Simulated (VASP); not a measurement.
# Sn2Ge3 (P-3m1) in VASP: relaxation of cell and atoms with PBE

Aim: the relaxation of cell and atoms of Sn2Ge3 with PBE.

All numbers are computed with VASP 6.6.1; they aren't measurements. Logs are shortened: lines on timing, memory, paths and dates and some standing lists are left out, and cuts for length are marked.

### Step 1. The cell of the first run

It takes space group P-3m1 (No. 164, trigonal). Conventional cell: a = 4.128 Å, b = 4.128 Å, c = 8.274 Å, α = 90.00°, β = 90.00°, γ = 120.00°. Within 4.2 Å of Sn (site symmetry 3m) lie 7 Ge at 2.86 to 3.18 Å and 9 Sn at 3.95 to 4.13 Å. Ge (site symmetry 3m) has 3 Ge at 2.69 Å and 4 Sn at 3.08 to 3.18 Å within 3.5 Å. Ge (site symmetry -3m) has 6 Sn at 2.86 Å within 3.8 Å.

The cell was generated, and may not be a known phase.

### Step 2. Relaxation of cell and atoms, PBE

INCAR reads:

```
SYSTEM = Sn2Ge3
PREC     = Accurate       ! precision mode
ENCUT    = 600            ! plane-wave cutoff, eV
EDIFF    = 1E-6           ! SCF threshold, eV
ISMEAR   = 0              ! smearing method
SIGMA    = 0.1            ! smearing width, eV
LREAL    = .False.        ! projectors in reciprocal space
LASPH    = .True.         ! aspherical terms in the spheres
NELM     = 100            ! most SCF steps
ALGO     = Normal         ! electronic algorithm
ISIF     = 3              ! what is computed and relaxed
LWAVE    = .False.        ! write WAVECAR
LCHARG   = .False.        ! write CHGCAR
GGA      = PE             ! functional
IBRION   = 2              ! ionic algorithm
NSW      = 100            ! ionic steps
EDIFFG   = -0.01          ! ionic threshold
```

KPOINTS reads:

```
regular mesh
0
Gamma
  12 12 4
  0 0 0
```

POSCAR reads:

```
Sn2Ge3
1.0
    4.1284665957      0.0000000000      0.0000000000
   -2.0642332978      3.5753569505      0.0000000000
    0.0000000000      0.0000000000      8.2744511651
Sn Ge
2 3
Direct
    0.6666666667      0.3333333333      0.8097394472
    0.3333333333      0.6666666667      0.1902605528
    0.6666666667      0.3333333333      0.4251742205
    0.3333333333      0.6666666667      0.5748257795
    0.0000000000      0.0000000000      0.0000000000
```

Potentials or basis: VASP PAW PBE potentials, release 64 (Sn_d, Ge_d).

Started as:

```
> cat potpaw_PBE.64/Sn_d/POTCAR potpaw_PBE.64/Ge_d/POTCAR > POTCAR
> mpirun -np 1 vasp_std > vasp.out
```

OUTCAR:

```text
SYSTEM = Sn2Ge3
   PREC = Accurate
   ENCUT = 600
   EDIFF = 1E-6
   ISMEAR = 0
   LREAL = .False.
   LASPH = .True.
   NELM = 100
   ISIF = 3
   GGA = PE
   IBRION = 2
   NSW = 100
   EDIFFG = -0.01

 ion  position               nearest neighbor table
   1  0.667  0.333  0.810-   5 2.86   5 2.86   5 2.86   4 3.08   4 3.08   4 3.08   3 3.18
   2  0.333  0.667  0.190-   5 2.86   5 2.86   5 2.86   3 3.08   3 3.08   3 3.08   4 3.18
   3  0.667  0.333  0.425-   4 2.69   4 2.69   4 2.69   2 3.08   2 3.08   2 3.08   1 3.18
   4  0.333  0.667  0.575-   3 2.69   3 2.69   3 2.69   1 3.08   1 3.08   1 3.08   2 3.18
   5  0.000  0.000  0.000-   1 2.86   2 2.86   2 2.86   1 2.86   1 2.86   2 2.86

  LATTYP: Found a hexagonal cell.
 ALAT       =     4.1284665957
 C/A-ratio  =     2.0042432156

  Lattice vectors:

 A1 = (   4.1284665957,   0.0000000000,   0.0000000000)
 A2 = (  -2.0642332978,   3.5753569505,   0.0000000000)
 A3 = (   0.0000000000,   0.0000000000,   8.2744511651)

Analysis of symmetry for initial positions (statically):
=====================================================================
 Subroutine PRICEL returns:
 Original cell was already a primitive cell.

 Routine SETGRP: Setting up the symmetry group for a
 hexagonal supercell.

 Subroutine GETGRP returns: Found 12 space group operations
 (whereof 12 operations were pure point group operations)
 out of a pool of 24 trial point group operations.

The static configuration has the point symmetry D_3d.

Analysis of symmetry for dynamics (positions and initial velocities):
=====================================================================
 Subroutine PRICEL returns:
 Original cell was already a primitive cell.

 Routine SETGRP: Setting up the symmetry group for a
 hexagonal supercell.

 Subroutine GETGRP returns: Found 12 space group operations
 (whereof 12 operations were pure point group operations)
 out of a pool of 24 trial point group operations.

The dynamic configuration has the point symmetry D_3d.

 Subroutine INISYM returns: Found 12 space group operations
 (whereof 12 operations are pure point group operations),
 and found     1 'primitive' translations

----------------------------------------------------------------------------------------

                                     Primitive cell

  volume of cell :     122.1370

  direct lattice vectors                    reciprocal lattice vectors
     4.128466596  0.000000000  0.000000000     0.242220683  0.139846177  0.000000000
    -2.064233298  3.575356950  0.000000000     0.000000000  0.279692353  0.000000000
     0.000000000  0.000000000  8.274451165     0.000000000  0.000000000  0.120853937

  length of vectors
     4.128466596  4.128466596  8.274451165     0.279692353  0.279692353  0.120853937

  position of ions in fractional coordinates (direct lattice)
     0.666666667  0.333333333  0.809739447
     0.333333333  0.666666667  0.190260553
     0.666666667  0.333333333  0.425174220
     0.333333333  0.666666667  0.574825780
     0.000000000  0.000000000  0.000000000

  ion indices of the primitive-cell ions
   primitive index   ion index
                 1           1
                 2           2
                 3           3
                 4           4
                 5           5

----------------------------------------------------------------------------------------

 KPOINTS: regular mesh

Automatic generation of k-mesh.
 Grid dimensions read from file:
 generate k-points for:   12   12    4

 Generating k-lattice:

  Cartesian coordinates                     Fractional coordinates (reciprocal lattice)
     0.020185057  0.011653848  0.000000000     0.083333333  0.000000000  0.000000000
     0.000000000  0.023307696  0.000000000     0.000000000  0.083333333  0.000000000
     0.000000000  0.000000000  0.030213484     0.000000000  0.000000000  0.250000000

  Length of vectors
     0.023307696  0.023307696  0.030213484

  Shift w.r.t. Gamma in fractional coordinates (k-lattice)
     0.000000000  0.000000000  0.000000000

 Subroutine IBZKPT returns following result:
 ===========================================

 Found     69 irreducible k-points:

 Following reciprocal coordinates:
            Coordinates               Weight
  0.000000  0.000000  0.000000      1.000000
  0.083333  0.000000  0.000000      6.000000
  0.166667  0.000000  0.000000      6.000000
  0.250000  0.000000  0.000000      6.000000
  0.333333  0.000000  0.000000      6.000000
  0.416667  0.000000  0.000000      6.000000
[... 16 lines left out ...]
  0.166667  0.000000  0.250000      6.000000
  0.000000  0.166667  0.250000      6.000000
 [... further k-points ...]
   k-points           NKPTS =     69   k-points in BZ     NKDIM =     69   number of bands    NBANDS=     42
   number of dos      NEDOS =    301   number of ions     NIONS =      5
   total plane-waves  NPLWV =  90720
   dimension x,y,z NGX =    36 NGY =   36 NGZ =   70
   dimension x,y,z NGXF=    72 NGYF=   72 NGZF=  140
   ions per type =               2   3
   NGX,Y,Z   is equivalent  to a cutoff of  14.50, 14.50, 14.06 a.u.
   NGXF,Y,Z  is equivalent  to a cutoff of  28.99, 28.99, 28.13 a.u.
 SYSTEM =  Sn2Ge3
   PREC   = accura    normal or accurate (medium, high low for compatibility)
   ISTART =      0    job   : 0-new  1-cont  2-samecut
   ICHARG =      2    charge: 1-file 2-atom 10-const
   ISPIN  =      1    spin polarized calculation?
   LNONCOLLINEAR =      F non collinear calculations
   LSORBIT =      F    spin-orbit coupling
   LASPH  =      T    aspherical Exc in radial PAW
   ENCUT  =  600.0 eV  44.10 Ry    6.64 a.u.   8.25  8.25 16.53*2*pi/ulx,y,z
   NELM   =    100;   NELMIN=  2; NELMDL= -5     # of ELM steps
   EDIFF  = 0.1E-05   stopping-criterion for ELM
   LREAL  =      F    real-space projection
   EDIFFG = -.1E-01   stopping-criterion for IOM
   NSW    =    100    number of steps for IOM
   IBRION =      2    ionic relax: 0-MD 1-quasi-New 2-CG
   NFREE  =      1    steps in history (QN), initial steepest desc. (CG)
   ISIF   =      3    stress and relaxation
   ISYM   =      2    0-nonsym 1-usesym 2-fastsym
   POTIM  = 0.5000    time-step for ionic-motion
   TEBEG  =    0.0;   TEEND  =   0.0 temperature during run
   PSTRESS=    0.0 pullay stress
   NELECT =      70.0000    total number of electrons
   NUPDOWN=      -1.0000    fix difference up-down
   EMIN   =  10.00;   EMAX   =-10.00  energy-range for DOS
   EFERMI =   0.00;   METHOD = LEGACY
   ISMEAR =     0;   SIGMA  =   0.10  broadening in eV -4-tet -1-fermi 0-gaus
   EFERMI_NEDOS =   21; number of points for ismear=-14 and -15
   IALGO  =     38    algorithm
   IMIX   =      4    mixing-type and parameters
     AMIX     =   0.40;   BMIX     =  1.00
     AMIX_MAG =   1.60;   BMIX_MAG =  1.00
  volume/ion in A,a.u.               =      24.43       164.84
  Fermi-wavevector in a.u.,A,eV,Ry     =   1.359852  2.569748 25.159867  1.849198
  Thomas-Fermi vector in A             =   2.486565
   LORBIT       =      0    0 simple, 1 ext, 2 COOP (PROOUT), +10 PAW based schemes
   GGA     = PE    functional components
   LHFCALC =     F    Hartree Fock is set to
   AEXX    =    0.0000 exact exchange contribution
   IVDW    =     0    specifies the selected vdW correction
   LEPSILON=     F    determine dielectric tensor
   LRPA    =     F    only Hartree local field effects (RPA)
 conjugate gradient relaxation of ions
 non-spin polarized calculation
 Gauss-broadening in eV      SIGMA  =   0.10
  energy-cutoff  :      600.00
  volume of cell :      122.14
 maximum number of plane-waves:      4119
 NGX is ok and might be reduce to    36
   NGX = 17   NGY = 17   NGZ = 33

--------------------------------------- Ionic step        1  -------------------------------------------

 number of electron      69.9999997 magnetization

 Free energy of the ion-electron system (eV)
  ---------------------------------------------------
  ext. energy  EPLUGINS =         0.00000000
  ---------------------------------------------------
  free energy    TOTEN  =       -20.29953861 eV

  energy without entropy =      -20.28576995  energy(sigma->0) =      -20.29265428

------------------------ aborting loop because EDIFF is reached ----------------------------------------

  FORCE on cell =-STRESS in cart. coord.  units (eV):
  Direction    XX          YY          ZZ          XY          YZ          ZX
  --------------------------------------------------------------------------------------
  -------------------------------------------------------------------------------------
  Total       -0.1808697     -0.1808697      1.2943165     -0.0000000     -0.0000000     -0.0000000
  in kB       -2.3726251     -2.3726251     16.9786708     -0.0000000     -0.0000000     -0.0000000
  external PRESSURE =       4.0778069 kB  Pullay stress =       0.0000000 kB
[... 98 lines left out ...]
  FREE ENERGIE OF THE ION-ELECTRON SYSTEM (eV)
  ---------------------------------------------------
  free  energy   TOTEN  =       -20.3232517157 eV

  energy  without entropy=      -20.3093659562  energy(sigma->0) =      -20.31630884

[... ionic steps 4 to 16 ...]

--------------------------------------- Ionic step       17  -------------------------------------------

 number of electron      70.0000014 magnetization

------------------------ aborting loop because EDIFF is reached ----------------------------------------

  FORCE on cell =-STRESS in cart. coord.  units (eV):
  Direction    XX          YY          ZZ          XY          YZ          ZX
  --------------------------------------------------------------------------------------
  -------------------------------------------------------------------------------------
  Total       -0.0442484     -0.0442484     -0.0426646     -0.0000000      0.0000000      0.0000000
  in kB       -0.5799128     -0.5799128     -0.5591554     -0.0000000      0.0000000      0.0000000
  external PRESSURE =      -0.5729936 kB  Pullay stress =       0.0000000 kB
[... 63 lines left out ...]
  energy  without entropy=      -20.3356271491  energy(sigma->0) =      -20.34198211

--------------------------------------- Ionic step       19  -------------------------------------------

 number of electron      70.0000011 magnetization

 Free energy of the ion-electron system (eV)
  ---------------------------------------------------
  ext. energy  EPLUGINS =         0.00000000
  ---------------------------------------------------
  free energy    TOTEN  =       -20.34835263 eV

  energy without entropy =      -20.33563514  energy(sigma->0) =      -20.34199388

 E-fermi :   6.1935     XC(G=0): -10.2309

 val. band max:        6.1933039016   @ k =   0.1667   0.0000   0.0000
 cond. band min:       6.2234979084   @ k =   0.4167   0.1667   0.0000
 fundamental gap:      0.0301940068
 Fermi energy:         6.1935362433

 k-point     1 :       0.0000    0.0000    0.0000
  band No.  band energies     occupation
      1     -18.4085      2.00000
      2     -18.4085      2.00000
      3     -18.3510      2.00000
      4     -18.3510      2.00000
      5     -18.3422      2.00000
      6     -18.2853      2.00000
[... 1069 lines left out ...]
     41       9.7230      0.00000
     42      10.6314      0.00000

 [... further k-points ...]

------------------------ aborting loop because EDIFF is reached ----------------------------------------

  FORCE on cell =-STRESS in cart. coord.  units (eV):
  Direction    XX          YY          ZZ          XY          YZ          ZX
  --------------------------------------------------------------------------------------
  -------------------------------------------------------------------------------------
  Total        0.0311212      0.0311212     -0.0076182      0.0000000     -0.0000000      0.0000000
  in kB        0.4084008      0.4084008     -0.0999732      0.0000000     -0.0000000      0.0000000
  external PRESSURE =       0.2389428 kB  Pullay stress =       0.0000000 kB
[... 20 lines left out ...]
  FREE ENERGIE OF THE ION-ELECTRON SYSTEM (eV)
  ---------------------------------------------------
  free  energy   TOTEN  =       -20.3483526291 eV

  energy  without entropy=      -20.3356351363  energy(sigma->0) =      -20.34199388

 reached required accuracy - stopping structural energy minimisation
```

It took 50 min on 1 thread of Intel Xeon 6975P-C (Granite Rapids), shared host; peak memory 0.56 GiB.

Results:

```
Free energy                           : -20.3484 eV
Relaxed volume                        : 24.42 Å³/atom
Relaxed cell                          : a = 4.033 Å, b = 4.033 Å, c = 8.669 Å, α = 90.00°, β = 90.00°, γ = 120.00°
Space group after relaxing (to 0.1 Å) : P-3m1 (No. 164)
Energy gained by relaxing             : 9.8 meV/atom
Ionic steps                           : 19
Pressure after relaxing               : 0.0 GPa
Largest force after relaxing          : 0.009 eV/Å
Band gap on the k mesh                : zero (bands 35 and 36 overlap by 2.86 eV)
```

Forces on the atoms (eV/Å):
```
Sn   0.000  0.000 -0.004
Sn   0.000  0.000  0.004
Ge   0.000  0.000  0.009
Ge   0.000  0.000 -0.009
Ge   0.000  0.000  0.000
```

Step by step:
```tsv
step	energy change (eV)	largest force (eV/Å)	pressure (GPa)	volume (Å³)
1	0.0000	0.1594	0.41	122.14
2	-0.0152	0.0773	-0.23	123.23
3	-0.0237	0.1582	-1.10	124.93
4	-0.0320	0.1720	-0.95	124.39
5	-0.0372	0.1866	-0.77	123.77
6	-0.0339	0.2048	-0.40	122.49
7	-0.0380	0.1947	-0.63	123.37
8	-0.0433	0.1419	-0.24	122.50
9	-0.0452	0.1066	0.07	121.86
10	-0.0437	0.0745	0.72	120.60
11	-0.0455	0.1001	0.22	121.52
12	-0.0469	0.0679	0.17	121.71
13	-0.0484	0.0131	0.01	122.24
14	-0.0486	0.0136	-0.13	122.27
15	-0.0486	0.0140	-0.14	122.29
16	-0.0487	0.0167	-0.17	122.33
17	-0.0488	0.0134	-0.06	122.25
18	-0.0488	0.0122	-0.04	122.20
19	-0.0488	0.0088	0.02	122.09
```

Final structure:
```cif
data_structure
_symmetry_space_group_name_H-M 'P 1'
_symmetry_Int_Tables_number 1
_cell_length_a 4.0325
_cell_length_b 4.0325
_cell_length_c 8.6695
_cell_angle_alpha 90.000
_cell_angle_beta 90.000
_cell_angle_gamma 120.000
_cell_volume 122.09
loop_
_atom_site_label
_atom_site_type_symbol
_atom_site_fract_x
_atom_site_fract_y
_atom_site_fract_z
_atom_site_occupancy
Sn1 Sn 0.66667 0.33333 0.81100 1
Sn2 Sn 0.33333 0.66667 0.18900 1
Ge1 Ge 0.66667 0.33333 0.42883 1
Ge2 Ge 0.33333 0.66667 0.57117 1
Ge3 Ge 0.00000 0.00000 0.00000 1
```

Levels at points of the mesh, in eV from the Fermi level:
```
           k point  band 32  band 33  band 34  band 35  band 36  band 37  band 38  band 39
(0.00, 0.00, 0.00)    -0.31    -0.04     0.49     0.49     1.73     2.66     2.66     2.94
(0.50, 0.00, 0.00)    -2.23    -1.91    -0.79    -0.74    -0.09     0.09     0.99     1.78
(0.00, 0.00, 0.50)    -0.33     0.21     0.64     0.64     1.28     2.02     2.02     3.00
(0.50, 0.00, 0.50)    -3.23    -2.48    -1.89    -1.53     0.44     1.11     2.42     2.43
```

Caveat: spin-orbit coupling is left out, which moves the levels of the heavy elements.

The gap in the log of VASP goes by the Fermi energy; the results here count the filled bands.